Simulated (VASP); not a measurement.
## ZnS: single point with PBE

Crystal: ZnS.

```
CELL_PARAMETERS angstrom
3.58755 0.00000 0.00000
-1.79378 3.10691 0.00000
0.00000 0.00000 5.85424
ATOMIC_POSITIONS crystal
Zn 0.00000 0.00000 0.00000
Zn 0.00000 0.00000 0.50000
S 0.33333 0.66667 0.25000
S 0.66667 0.33333 0.75000
```

This cell differs from its parent crystal: volume changed by -3%.

```yaml
Program: VASP 6.6.1
Task: single point
Functional: PBE
Potentials_or_basis: VASP PAW PBE potentials, release 64 (Zn, S)
Cutoff: 520 eV
k_mesh: 6 × 6 × 4
Occupations: gaussian, width 0.01 eV
Spin: no spin polarisation
Dipole_correction: no
Further_INCAR_settings: ALGO = Normal; EDIFF = 1e-07; NBANDS = 26
```

- Pressure: 3.0 GPa
- Band gap on the k mesh: 0.39 eV, indirect (least direct gap 1.72 eV)

Levels at points of the mesh, in eV from the valence-band top:
```tsv
k point	band 15	band 16	band 17	band 18	band 19	band 20	band 21	band 22
(0.00, 0.00, 0.00)	-0.73	-0.58	-0.11	-0.11	1.61	3.64	6.62	6.62
(0.50, 0.00, 0.00)	-3.80	-2.59	-2.05	-0.10	2.58	3.44	4.06	5.58
(0.00, 0.00, 0.50)	-0.37	-0.37	-0.37	-0.37	3.70	3.70	6.80	6.80
(0.50, 0.00, 0.50)	-1.54	-1.54	-1.51	-1.51	2.11	2.11	5.51	5.51
```

Wall time 61 s on 1 thread of Intel Xeon 8259CL, on a shared host, peak memory 0.19 GiB.

 A k mesh can miss the band edges.
